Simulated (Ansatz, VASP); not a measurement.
## SnSe in VASP and in Ansatz

The input POSCAR:

```
SnSe
1.0
    0.0000000000      3.0021130771      3.0021130771
    3.0021130771      0.0000000000      3.0021130771
    3.0021130771      3.0021130771      0.0000000000
Sn Se
1 1
Direct
    0.0000000000      0.0000000000      0.0000000000
    0.5000000000      0.5000000000      0.5000000000
```

INCAR.step1

```
PREC = Accurate
ENCUT = 520
ISMEAR = -1
SIGMA = 0.02
LREAL = F
LASPH = T
NELM = 100
NBANDS = 17
GGA = PE
ALGO = Normal
EDIFF = 1E-4
LWAVE = T
LCHARG = F
```

INCAR.step2

```
PREC = Accurate
ENCUT = 520
EDIFF = 1E-7
ISMEAR = -1
SIGMA = 0.02
LREAL = F
LASPH = T
NELM = 100
ALGO = Normal
ISIF = 2
LWAVE = F
LCHARG = F
METAGGA = R2SCAN
LMIXTAU = T
NBANDS = 17
ISTART = 1
```

KPOINTS

```
Automatic mesh
0
Gamma
  8 8 8
```

Input for Ansatz:

```yaml
crystal:
  lattice:
    - [0.0, 3.0021130771, 3.0021130771]
    - [3.0021130771, 0.0, 3.0021130771]
    - [3.0021130771, 3.0021130771, 0.0]
  atoms:
    - { symbol: Sn, position: [0.0, 0.0, 0.0] }
    - { symbol: Se, position: [0.5, 0.5, 0.5] }
kpoints:
  mp_grid: { grid: [8, 8, 8] }
  band_path:
    path:
      - [0.0, 0.0, 0.0]
      - [0.5, 0.0, 0.5]
      - [0.625, 0.25, 0.625]
      - [0.375, 0.375, 0.75]
      - [0.5, 0.5, 0.5]
      - [0.5, 0.25, 0.75]
      - [-0.052246, -0.051758, 0.484131]
      - [-0.057292, -0.041911, 0.479818]
      - [0.5, 0.475, 0.525]
    npoints: 1
hamiltonian:
  xc: r2scan
scf:
  occupations: { method: fermi_dirac, width: 0.02 }
  n_extra_bands: 4
output:
  forces: true
  stress: true
  eigenvalues: true
```

Alike in both runs: task single point; functional r2SCAN; k mesh 8 × 8 × 8; occupations fermi-dirac, width 0.02 eV; no spin polarisation.

|  | VASP | Ansatz |
| --- | --- | --- |
| version | VASP 6.6.1 | Ansatz 0.2.0 |
| potentials or method | VASP PAW PBE potentials, release 64 (Sn_d, Se) | plane waves, PAW |
| plane-wave cutoff (eV) | 520 | 500 |
| valence electrons in the cell | 20 | 30 |

|  | VASP | Ansatz | Ansatz less VASP |
| --- | --- | --- | --- |
| pressure (GPa) | 0.3 | 0.3 | 0.00 |

VASP's potentials were made for PBE, not for r2SCAN. VASP's potentials hold 20 valence electrons a cell and Ansatz's 30, so a difference there can come from the potentials and not from the codes.
